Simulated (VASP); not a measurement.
Os: single point with r2SCAN

Os:

```xyz
3
Lattice="2.7202 0.0000 0.0000 -1.3601 2.3557 0.0000 0.0000 0.0000 6.5955" Properties=species:S:1:pos:R:3 pbc="T T T"
Os    0.9067    0.0000    2.1985
Os   -0.4534    0.7852    4.3970
Os    0.9067    1.5705    0.0000
```

```json
{"Program": "VASP 6.6.1", "Task": "single point", "Functional": "r2SCAN", "Potentials or basis": "VASP PAW PBE potentials, release 64 (Os)", "Cutoff": "520 eV", "k mesh": "6 × 6 × 4", "Occupations": "gaussian, width 0.1 eV", "Spin": "no spin polarisation"}
```

- Pressure: 1.0 GPa
- Band gap on the k mesh: zero (band 12 reaches 11.48 eV, above the bottom of band 13 at 7.71 eV)

Stress tensor (GPa, compression positive):
```
0.92 0.00 0.00
0.00 0.92 0.00
0.00 0.00 1.07
```

Levels at points of the mesh, in eV from the Fermi level:
```csv
k point,band 8,band 9,band 10,band 11,band 12,band 13,band 14,band 15,band 16,band 17
"(0.00, 0.00, 0.00)",-3.08,-3.08,-3.08,-3.00,-3.00,-0.15,-0.15,0.97,0.97,0.97
"(0.50, 0.00, 0.00)",-2.81,-2.43,-2.43,2.23,2.27,2.35,2.35,3.07,3.09,4.48
"(0.00, 0.00, 0.50)",-2.84,-2.84,-2.84,-2.84,-0.40,-0.40,-0.40,-0.40,-0.28,2.39
"(0.50, 0.00, 0.50)",-1.71,-1.71,-0.46,0.40,0.40,2.25,2.42,2.60,2.60,5.24
```

Wall time 83 s on 1 thread of AMD EPYC 7R13 Processor (Zen 3), with other jobs on the host, peak memory 0.13 GiB.

Caveat: the k points lie up to 0.44 Å⁻¹ apart; the PAW data sets were made with another functional, which shifts forces and pressure a little; spin-orbit coupling is left out, which moves the levels of the heavy elements.
